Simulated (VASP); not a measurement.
Input of a VASP 6.6.1 run:

File INCAR:

```
PREC     = Accurate       # precision mode
ENCUT    = 520            # plane-wave cutoff, eV
EDIFF    = 1E-6           # SCF threshold, eV
ISMEAR   = 0              # smearing method
SIGMA    = 0.05           # smearing width, eV
LREAL    = F              # projectors in reciprocal space
LASPH    = T              # aspherical terms in the spheres
NELM     = 100            # most SCF steps
ALGO     = Normal         # electronic algorithm
ISIF     = 2              # what is computed and relaxed
LWAVE    = F              # write WAVECAR
LCHARG   = F              # write CHGCAR
GGA      = PE             # functional
NBANDS   = 46             # bands
```

File KPOINTS:

```
Automatic mesh
0
Gamma
  8 6 6
```

Contents of POSCAR:

```
GaN
1.0
   -3.2185392732      0.0000000000      0.0000000000
    0.0000000000      0.0000000000     -5.2433778863
    0.0000000001     -5.5746735474      0.0000000000
Ga N
4 4
Direct
    0.5000000000      0.0011357543      0.1747089575
    0.0000000000     -0.0054166736      0.6586288151
    0.0000000000      0.4945833264      0.3413711849
    0.5000000000      0.5011357543      0.8252910425
    0.5000000000      0.6376669892      0.1680398689
    0.0000000000      0.6405106640      0.6653216004
    0.0000000000      0.1405106640      0.3346783996
    0.5000000000      0.1376669892      0.8319601311
```

Potentials or basis: VASP PAW PBE potentials, release 64 (Ga_d, N).

Command:

```console
$ cat potpaw_PBE.64/Ga_d/POTCAR potpaw_PBE.64/N/POTCAR > POTCAR
$ mpirun -np 1 vasp_std > vasp.out
```

Q: Predict the pressure.

A: 1.1 GPa.

Q: What does it give for the band gap on the k mesh?

A: 1.56 eV.

Q: Estimate the largest force.

A: 2.047 eV/Å.

Stress tensor (GPa, compression positive):
```
-2.34  0.00  0.00
 0.00 -2.36  0.00
 0.00  0.00  8.12
```

Caveat: the cell differs from its parent crystal (mode 11 frozen in at -0.048 Å and mode 13 at -0.078 Å (largest displacements)); forces of over 1 eV/Å act on the atoms, so gaps and moduli don't describe the material at rest.
